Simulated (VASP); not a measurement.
A run of VASP 6.6.1:

The input INCAR:

```
SYSTEM = Zr2BN3
PREC = Accurate
ENCUT = 600
EDIFF = 1E-6
ISMEAR = 0
SIGMA = 0.1
LREAL = .FALSE.
LASPH = .TRUE.
NELM = 60
ALGO = Normal
ISIF = 3
LWAVE = .FALSE.
LCHARG = .FALSE.
GGA = PE
IBRION = 2
NSW = 90
EDIFFG = -0.04
```

Contents of KPOINTS:

```
Automatic mesh
0
G
  6 6 6
  0 0 0
```

File POSCAR:

```
Zr2BN3
1.0
    3.3041714013      0.0000000000      0.0000000000
    0.0000000000      1.5080181691      6.5773658925
    0.0000000000     -1.5080181691      6.5773658925
Zr B N
2 1 3
Direct
    0.5000000000      0.5048691402      0.5048691402
    0.0000000000      0.1994464594      0.1994464594
    0.5000000000      0.7909045920      0.7909045920
    0.5000000000      0.3343474019      0.3343474019
    0.5000000000      0.6748275169      0.6748275169
    0.0000000000      0.0204934870      0.0204934870
```

Potentials or basis: VASP PAW PBE potentials, release 64 (Zr_sv, B, N).

Run with:

```console
$ cat potpaw_PBE.64/Zr_sv/POTCAR potpaw_PBE.64/B/POTCAR potpaw_PBE.64/N/POTCAR > POTCAR
$ mpirun -np 1 vasp_std > vasp.out
```

Hardware: 1 thread of Intel(R) Xeon(R) Platinum 8259CL CPU @ 2.50GHz (Skylake/Cascade Lake), with other jobs on the host.

**Question.** Estimate the wall time of this run.

**Answer.** Wall time 14 min on 1 thread of Intel(R) Xeon(R) Platinum 8259CL CPU @ 2.50GHz (Skylake/Cascade Lake), with other jobs on the host, peak memory 0.33 GiB. Counts: scf iterations 34, k points 52, ion steps 4.
